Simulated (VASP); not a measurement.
# MgO (Amm2) in VASP: notebook

MgO is run at these levels: PBEsol; tasks: single point.

All numbers are computed with VASP 6.6.1; they aren't measurements. Logs are shortened: lines on timing, memory, paths and dates and some standing lists are left out, and cuts for length are marked.

### Step 1. The cell of the first run

The structure is orthorhombic, space group Amm2 (No. 38). The conventional cell has a = 4.270 Å, b = 6.039 Å, c = 6.039 Å, α = 90.00°, β = 90.00°, γ = 90.00°. Within 2.6 Å of Mg (site symmetry mm2) lie 6 O at 2.00 to 2.28 Å. Mg (site symmetry mm2) has 6 O at 2.14 Å within 2.8 Å. Within 2.8 Å of Mg (site symmetry m) lie 6 O at 2.14 Å. Within 2.8 Å of O (site symmetry mm2) lie 6 Mg at 2.14 Å. Within 2.8 Å of O (site symmetry mm2) lie 6 Mg at 2.14 Å. Within 2.6 Å of O (site symmetry m) lie 6 Mg at 2.00 to 2.28 Å.

### Step 2. Single point, PBEsol (atom 1 (Mg) moved -0.200 Å along Cartesian [1 1 0])

Contents of INCAR:

```
SYSTEM = MgO
PREC = Accurate ; ENCUT = 520
EDIFF = 1E-6 ; ISMEAR = 0
SIGMA = 0.05 ; LREAL = .FALSE.
LASPH = .TRUE. ; NELM = 60
ALGO = Normal ; ISIF = 2
LWAVE = .FALSE. ; LCHARG = .FALSE.
GGA = PS ; NBANDS = 26
```

Contents of KPOINTS:

```
Automatic mesh
0
G
  6 6 6
  0 0 0
```

Contents of POSCAR:

```
MgO
1.0
    4.2703000000      0.0000000000      0.0000000000
    0.0000000000     -4.2703000000      0.0000000000
    0.0000000000      0.0000000000     -4.2703000000
Mg O
4 4
Direct
   -0.0331174288      0.5331174288      0.5000000000
    0.5000000000      0.0000000000      0.5000000000
    0.5000000000      0.5000000000      0.0000000000
    0.0000000000      0.0000000000      0.0000000000
    0.5000000000      0.0000000000      0.0000000000
    0.0000000000      0.5000000000      0.0000000000
    0.0000000000      0.0000000000      0.5000000000
    0.5000000000      0.5000000000      0.5000000000
```

Potentials or basis: VASP PAW PBE potentials, release 64 (Mg, O).

The run is started by

```
$ cat potpaw_PBE.64/Mg/POTCAR potpaw_PBE.64/O/POTCAR > POTCAR
$ mpirun -np 1 vasp_std > vasp.out
```

OUTCAR:

```text
SYSTEM = MgO
   PREC = Accurate
   ENCUT = 520
   EDIFF = 1E-6
   ISMEAR = 0
   LREAL = .FALSE.
   LASPH = .TRUE.
   NELM = 60
   ISIF = 2
   GGA = PS

 ion  position               nearest neighbor table
   1  0.967  0.533  0.500-   7 2.00   8 2.00   6 2.14   6 2.14   8 2.28   7 2.28   2 2.82   3 2.92
                             4 2.92   4 2.92   3 2.92   2 3.03   2 3.03   3 3.12   4 3.12   3 3.12
   2  0.500  0.000  0.500-   5 2.14   7 2.14   8 2.14   5 2.14   8 2.14   7 2.14   1 2.82   4 3.02
                             4 3.02   3 3.02   3 3.02   3 3.02   4 3.02   3 3.02   4 3.02   1 3.03
   3  0.500  0.500  0.000-   5 2.14   6 2.14   8 2.14   8 2.14   5 2.14   6 2.14   1 2.92   1 2.92
                             2 3.02   2 3.02   4 3.02   4 3.02   2 3.02   4 3.02   2 3.02   4 3.02
   4  0.000  0.000  0.000-   5 2.14   6 2.14   7 2.14   7 2.14   6 2.14   5 2.14   1 2.92   1 2.92
                             2 3.02   3 3.02   3 3.02   2 3.02   3 3.02   2 3.02   2 3.02   3 3.02
   5  0.500  0.000  0.000-   2 2.14   3 2.14   4 2.14   2 2.14   3 2.14   4 2.14
   6  0.000  0.500  0.000-   3 2.14   4 2.14   4 2.14   3 2.14   1 2.14   1 2.14
   7  0.000  0.000  0.500-   1 2.00   2 2.14   4 2.14   4 2.14   2 2.14   1 2.28
   8  0.500  0.500  0.500-   1 2.00   2 2.14   3 2.14   3 2.14   2 2.14   1 2.28

  LATTYP: Found a simple cubic cell.
 ALAT       =     4.2703000000

  Lattice vectors:

 A1 = (   4.2703000000,   0.0000000000,   0.0000000000)
 A2 = (   0.0000000000,  -4.2703000000,   0.0000000000)
 A3 = (   0.0000000000,   0.0000000000,  -4.2703000000)

Analysis of symmetry for initial positions (statically):
=====================================================================
 Subroutine PRICEL returns:
 Original cell was already a primitive cell.

 Routine SETGRP: Setting up the symmetry group for a
 simple cubic supercell.

 Subroutine GETGRP returns: Found  4 space group operations
 (whereof  2 operations were pure point group operations)
 out of a pool of 48 trial point group operations.

The static configuration has the point symmetry C_1h.
 The point group associated with its full space group is C_2v.

Analysis of symmetry for dynamics (positions and initial velocities):
=====================================================================
 Subroutine PRICEL returns:
 Original cell was already a primitive cell.

 Routine SETGRP: Setting up the symmetry group for a
 simple cubic supercell.

 Subroutine GETGRP returns: Found  4 space group operations
 (whereof  2 operations were pure point group operations)
 out of a pool of 48 trial point group operations.

The dynamic configuration has the point symmetry C_1h.
 The point group associated with its full space group is C_2v.

 Subroutine INISYM returns: Found  4 space group operations
 (whereof  2 operations are pure point group operations),
 and found     1 'primitive' translations

----------------------------------------------------------------------------------------

                                     Primitive cell

  volume of cell :      77.8709

  direct lattice vectors                    reciprocal lattice vectors
     4.270300000  0.000000000  0.000000000     0.234175585  0.000000000  0.000000000
     0.000000000 -4.270300000  0.000000000     0.000000000 -0.234175585  0.000000000
     0.000000000  0.000000000 -4.270300000     0.000000000  0.000000000 -0.234175585

  length of vectors
     4.270300000  4.270300000  4.270300000     0.234175585  0.234175585  0.234175585

  position of ions in fractional coordinates (direct lattice)
     0.966882571  0.533117429  0.500000000
     0.500000000  0.000000000  0.500000000
     0.500000000  0.500000000  0.000000000
     0.000000000  0.000000000  0.000000000
     0.500000000  0.000000000  0.000000000
     0.000000000  0.500000000  0.000000000
     0.000000000  0.000000000  0.500000000
     0.500000000  0.500000000  0.500000000

  ion indices of the primitive-cell ions
   primitive index   ion index
                 1           1
                 2           2
                 3           3
                 4           4
                 5           5
                 6           6
                 7           7
                 8           8

----------------------------------------------------------------------------------------

 KPOINTS: Automatic mesh

Automatic generation of k-mesh.
 Grid dimensions read from file:
 generate k-points for:    6    6    6

 Generating k-lattice:

  Cartesian coordinates                     Fractional coordinates (reciprocal lattice)
     0.039029264  0.000000000  0.000000000     0.166666667  0.000000000  0.000000000
     0.000000000 -0.039029264  0.000000000     0.000000000  0.166666667  0.000000000
     0.000000000  0.000000000 -0.039029264     0.000000000  0.000000000  0.166666667

  Length of vectors
     0.039029264  0.039029264  0.039029264

  Shift w.r.t. Gamma in fractional coordinates (k-lattice)
     0.000000000  0.000000000  0.000000000

 Subroutine IBZKPT returns following result:
 ===========================================

 Found     52 irreducible k-points:

 Following reciprocal coordinates:
            Coordinates               Weight
  0.000000  0.000000  0.000000      1.000000
  0.166667  0.000000  0.000000      4.000000
  0.000000  0.000000  0.166667      2.000000
  0.333333  0.000000  0.000000      4.000000
  0.000000  0.000000  0.333333      2.000000
  0.500000  0.000000  0.000000      2.000000
[... 16 lines left out ...]
  0.333333  0.000000  0.500000      4.000000
  0.500000  0.500000  0.000000      1.000000
 [... further k-points ...]
   k-points           NKPTS =     52   k-points in BZ     NKDIM =     52   number of bands    NBANDS=     26
   number of dos      NEDOS =    301   number of ions     NIONS =      8
   total plane-waves  NPLWV =  32768
   dimension x,y,z NGX =    32 NGY =   32 NGZ =   32
   dimension x,y,z NGXF=    64 NGYF=   64 NGZF=   64
   ions per type =               4   4
   NGX,Y,Z   is equivalent  to a cutoff of  12.46, 12.46, 12.46 a.u.
   NGXF,Y,Z  is equivalent  to a cutoff of  24.92, 24.92, 24.92 a.u.
 SYSTEM =  MgO
   PREC   = accura    normal or accurate (medium, high low for compatibility)
   ISTART =      0    job   : 0-new  1-cont  2-samecut
   ICHARG =      2    charge: 1-file 2-atom 10-const
   ISPIN  =      1    spin polarized calculation?
   LNONCOLLINEAR =      F non collinear calculations
   LSORBIT =      F    spin-orbit coupling
   LASPH  =      T    aspherical Exc in radial PAW
   ENCUT  =  520.0 eV  38.22 Ry    6.18 a.u.   7.94  7.94  7.94*2*pi/ulx,y,z
   NELM   =     60;   NELMIN=  2; NELMDL= -5     # of ELM steps
   EDIFF  = 0.1E-05   stopping-criterion for ELM
   LREAL  =      F    real-space projection
   EDIFFG = 0.1E-04   stopping-criterion for IOM
   NSW    =      0    number of steps for IOM
   IBRION =     -1    ionic relax: 0-MD 1-quasi-New 2-CG
   NFREE  =      0    steps in history (QN), initial steepest desc. (CG)
   ISIF   =      2    stress and relaxation
   ISYM   =      2    0-nonsym 1-usesym 2-fastsym
   POTIM  = 0.5000    time-step for ionic-motion
   TEBEG  =    0.0;   TEEND  =   0.0 temperature during run
   PSTRESS=    0.0 pullay stress
   NELECT =      32.0000    total number of electrons
   NUPDOWN=      -1.0000    fix difference up-down
   EMIN   =  10.00;   EMAX   =-10.00  energy-range for DOS
   EFERMI =   0.00;   METHOD = LEGACY
   ISMEAR =     0;   SIGMA  =   0.05  broadening in eV -4-tet -1-fermi 0-gaus
   EFERMI_NEDOS =   21; number of points for ismear=-14 and -15
   IALGO  =     38    algorithm
   IMIX   =      4    mixing-type and parameters
     AMIX     =   0.40;   BMIX     =  1.00
     AMIX_MAG =   1.60;   BMIX_MAG =  1.00
  volume/ion in A,a.u.               =       9.73        65.69
  Fermi-wavevector in a.u.,A,eV,Ry     =   1.217119  2.300022 20.155386  1.481379
  Thomas-Fermi vector in A             =   2.352450
   LORBIT       =      0    0 simple, 1 ext, 2 COOP (PROOUT), +10 PAW based schemes
   GGA     = PS    functional components
   LHFCALC =     F    Hartree Fock is set to
   AEXX    =    0.0000 exact exchange contribution
   IVDW    =     0    specifies the selected vdW correction
   LEPSILON=     F    determine dielectric tensor
   LRPA    =     F    only Hartree local field effects (RPA)
 non-spin polarized calculation
 Gauss-broadening in eV      SIGMA  =   0.05
  energy-cutoff  :      520.00
  volume of cell :       77.87
 maximum number of plane-waves:      2176
   NGX = 15   NGY = 15   NGZ = 15

 number of electron      31.9999975 magnetization

 Free energy of the ion-electron system (eV)
  ---------------------------------------------------
  ext. energy  EPLUGINS =         0.00000000
  ---------------------------------------------------
  free energy    TOTEN  =       -49.81403830 eV

  energy without entropy =      -49.81403830  energy(sigma->0) =      -49.81403830

 E-fermi :   2.9746     XC(G=0): -11.1077

 val. band max:        2.7577080237   @ k =   0.0000   0.0000   0.0000
 cond. band min:       7.0010087041   @ k =   0.0000   0.0000   0.0000
 fundamental gap:      4.2433006804
 Fermi energy:         2.9746490166

 k-point     1 :       0.0000    0.0000    0.0000
  band No.  band energies     occupation
      1     -14.2424      2.00000
      2     -12.8007      2.00000
      3     -12.7920      2.00000
      4     -12.7577      2.00000
      5      -1.2213      2.00000
      6      -1.2189      2.00000
[... 18 lines left out ...]
     25      15.3202      0.00000
     26      15.3206      0.00000

 k-point     2 :       0.1667    0.0000    0.0000
  band No.  band energies     occupation
      1     -14.1498      2.00000
      2     -12.8891      2.00000
      3     -12.7821      2.00000
      4     -12.7577      2.00000
      5      -1.0876      2.00000
      6      -1.0866      2.00000
[... 18 lines left out ...]
     25      15.1870      0.00000
[... 608 lines left out ...]
     25      15.2593      0.00000
     26      15.2928      0.00000

 k-point    24 :       0.5000    0.5000    0.0000
  band No.  band energies     occupation
      1     -13.1273      2.00000
      2     -13.1144      2.00000
      3     -13.1028      2.00000
      4     -13.0523      2.00000
      5      -0.7098      2.00000
      6      -0.6536      2.00000
[... 18 lines left out ...]
     25      15.8116      0.00000
     26      16.1687      0.00000

 [... further k-points ...]
[... 5 lines left out ...]
  --------------------------------------------------------------------------------------
  -------------------------------------------------------------------------------------
  Total       -2.3331808     -2.3331808     -3.0149861      0.0041397      0.0000000      0.0000000
  in kB      -48.0047070    -48.0047070    -62.0327071      0.0851743      0.0000000      0.0000000
  external PRESSURE =     -52.6807070 kB  Pullay stress =       0.0000000 kB

 VOLUME and BASIS-vectors are now :
 -----------------------------------------------------------------------------
  energy-cutoff  :      520.00
  volume of cell :       77.87
      direct lattice vectors                 reciprocal lattice vectors
     4.270300000  0.000000000  0.000000000     0.234175585  0.000000000  0.000000000
     0.000000000 -4.270300000  0.000000000     0.000000000 -0.234175585  0.000000000
     0.000000000  0.000000000 -4.270300000     0.000000000  0.000000000 -0.234175585

 POSITION                                       TOTAL-FORCE (eV/Angst)
 -----------------------------------------------------------------------------------
      4.12888     -2.27657     -2.13515         1.257257      1.257257      0.000000
      2.13515      0.00000     -2.13515        -0.350844     -0.350844      0.000000
      2.13515     -2.13515      0.00000        -0.330877      0.099914      0.000000
      0.00000      0.00000      0.00000         0.099914     -0.330877      0.000000
      2.13515      0.00000      0.00000         0.040150      0.040150      0.000000
      0.00000     -2.13515      0.00000        -0.210504     -0.210504      0.000000
      0.00000      0.00000     -2.13515        -0.191225     -0.313871      0.000000
      2.13515     -2.13515     -2.13515        -0.313871     -0.191225      0.000000
 -----------------------------------------------------------------------------------
    total drift:                               -0.000798     -0.000798      0.000000

  FREE ENERGIE OF THE ION-ELECTRON SYSTEM (eV)
  ---------------------------------------------------
  free  energy   TOTEN  =       -49.8140382960 eV

  energy  without entropy=      -49.8140382960  energy(sigma->0) =      -49.81403830
```

Wall time 76 s (1 thread of Intel Xeon Platinum 8259CL at 2.50GHz (Skylake/Cascade Lake), shared host); peak memory 0.22 GiB.

What came out:

| Quantity | Value |
| --- | --- |
| Free energy | -49.8140 eV |
| Pressure | -5.3 GPa |
| Largest force | 1.778 eV/Å |
| Band gap on the k mesh | 4.24 eV, direct |

Forces on the atoms (eV/Å):
```
Mg   1.257  1.257  0.000
Mg  -0.351 -0.351  0.000
Mg  -0.331  0.100  0.000
Mg   0.100 -0.331  0.000
O    0.040  0.040  0.000
O   -0.211 -0.211  0.000
O   -0.191 -0.314  0.000
O   -0.314 -0.191  0.000
```

Caveat: the cell differs from its parent crystal (atom 1 (Mg) moved -0.200 Å along Cartesian [1 1 0]); the PAW data sets were made with another functional, which shifts forces and pressure a little.

### Step 3. Single point, PBEsol (atom 1 (Mg) moved +0.160 Å along Cartesian [1 1 0])

Contents of INCAR:

```
SYSTEM = MgO
ALGO     = Normal         ! electronic algorithm
EDIFF    = 1E-6           ! SCF threshold, eV
ENCUT    = 520            ! plane-wave cutoff, eV
GGA      = PS             ! functional
ISIF     = 2              ! what is computed and relaxed
ISMEAR   = 0              ! smearing method
LASPH    = .TRUE.         ! aspherical terms in the spheres
LCHARG   = .TRUE.         ! write CHGCAR
LELF     = .TRUE.         ! ELF
LREAL    = .FALSE.        ! projectors in reciprocal space
LVHAR    = .TRUE.       
LWAVE    = .FALSE.        ! write WAVECAR
NBANDS   = 26             ! bands
NELM     = 80             ! most SCF steps
PREC     = Accurate       ! precision mode
SIGMA    = 0.05           ! smearing width, eV
```

Contents of KPOINTS:

```
k-points
0
G
  6 6 6
  0 0 0
```

Edit POSCAR of step 2 so:

```diff
@@ -8,3 +8,3 @@
 Direct
-   -0.0331174288      0.5331174288      0.5000000000
+    0.0264939430      0.4735060570      0.5000000000
     0.5000000000      0.0000000000      0.5000000000
```

Potentials or basis: VASP PAW PBE potentials, release 64 (Mg, O).

The run is started by

```
$ cat potpaw_PBE.64/Mg/POTCAR potpaw_PBE.64/O/POTCAR > POTCAR
$ mpirun -np 1 vasp_std > vasp.out
```

Wall time 86 s (1 thread of Intel Xeon Platinum 8259CL at 2.50GHz (Skylake/Cascade Lake), shared host); peak memory 0.22 GiB.

It converged, with:

* Free energy: -49.8775 eV
* Pressure: -5.7 GPa
* Largest force: 1.396 eV/Å
* Band gap on the k mesh: 4.24 eV, direct

Forces on the atoms (eV/Å):
```
Mg  -0.987 -0.987  0.000
Mg   0.276  0.276  0.000
Mg   0.265 -0.079  0.000
Mg  -0.079  0.265  0.000
O   -0.032 -0.032  0.000
O    0.168  0.168  0.000
O    0.158  0.231  0.000
O    0.231  0.158  0.000
```

Stress tensor (GPa, compression positive):
```
-5.35  0.01  0.00
 0.01 -5.35  0.00
 0.00  0.00 -6.25
```

Levels at points of the mesh, in eV from the valence-band top:
```csv
k point,band 12,band 13,band 14,band 15,band 16,band 17,band 18,band 19,band 20,band 21
"(0.00, 0.00, 0.00)",-1.30,-1.30,-0.01,0.00,0.00,4.24,8.85,8.88,8.90,9.40
"(0.50, 0.00, 0.00)",-1.71,-0.73,-0.73,-0.70,-0.70,7.52,7.62,10.68,10.99,11.06
"(0.00, 0.00, 0.50)",-1.71,-0.73,-0.71,-0.71,-0.71,7.57,7.58,10.79,10.79,11.22
"(0.50, 0.50, 0.00)",-1.87,-0.64,-0.62,-0.62,-0.60,8.88,8.99,9.00,9.10,11.11
"(0.00, 0.50, 0.50)",-1.90,-0.63,-0.63,-0.62,-0.60,8.93,8.95,9.03,9.06,11.22
"(0.50, 0.50, 0.50)",-0.63,-0.61,-0.61,-0.60,-0.59,7.47,7.49,7.50,7.51,11.97
```

Caveat: the cell differs from its parent crystal (atom 1 (Mg) moved +0.160 Å along Cartesian [1 1 0]); the PAW data sets were made with another functional, which shifts forces and pressure a little.

(Continued in part 2 of 2.)
